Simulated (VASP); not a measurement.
Wanted: the native input for a VASP 6.6.1 run.

```
Task                   : single point
Functional             : PBE
Potentials or basis    : VASP PAW PBE potentials, release 64 (Ca_sv, Y_sv, Cl)
Cutoff                 : 520 eV
k mesh                 : 3 × 3 × 4
Occupations            : gaussian, width 0.1 eV
Spin                   : no spin polarisation
Dipole correction      : no
Further INCAR settings : ALGO = Normal; EDIFF = 1e-06; NBANDS = 38
```

The structure of CaY3Cl2 lies in POSCAR:

```
CaY3Cl2
1.0
    6.2890426400      0.0000000000      0.0000000000
   -3.1445213200      5.4464707000      0.0000000000
    0.0000000000      0.0000000000      4.1638945700
Ca Y Cl
1 3 2
Direct
    0.0000000000      0.0000000000      0.0000000000
    0.5000000000      0.0000000000      0.5000000000
    0.0000000000      0.5000000000      0.5000000000
    0.5000000000      0.5000000000      0.5000000000
    0.6666666700      0.3333333300      0.0000000000
    0.3333333300      0.6666666700      0.0000000000
```

These files were run (other wordings do the same):

INCAR

```
SYSTEM = CaY3Cl2
  ALGO = Normal
  EDIFF = 1E-6
  ENCUT = 520
  GGA = PE
  ISIF = 2
  ISMEAR = 0
  LASPH = .TRUE.
  LCHARG = .FALSE.
  LREAL = .FALSE.
  LWAVE = .FALSE.
  NBANDS = 38
  NELM = 80
  PREC = Accurate
  SIGMA = 0.1
```

KPOINTS

```
k-points
0
G
  3 3 4
  0 0 0
```

Potentials or basis: VASP PAW PBE potentials, release 64 (Ca_sv, Y_sv, Cl).

Launch:

```sh
$ cat potpaw_PBE.64/Ca_sv/POTCAR potpaw_PBE.64/Y_sv/POTCAR potpaw_PBE.64/Cl/POTCAR > POTCAR
$ mpirun -np 1 vasp_std > vasp.out
```

Results of the run:

```
Pressure : 9.3 GPa
```

Caveat: the k points lie up to 0.38 Å⁻¹ apart; an odd number of electrons without spin polarisation forces a metal; a magnetic or distorted state may lie lower.

It took 52 s on 1 thread of AMD EPYC 7R43 64-Core Processor (Zen 3), with other jobs on the host, peak memory 0.24 GiB.
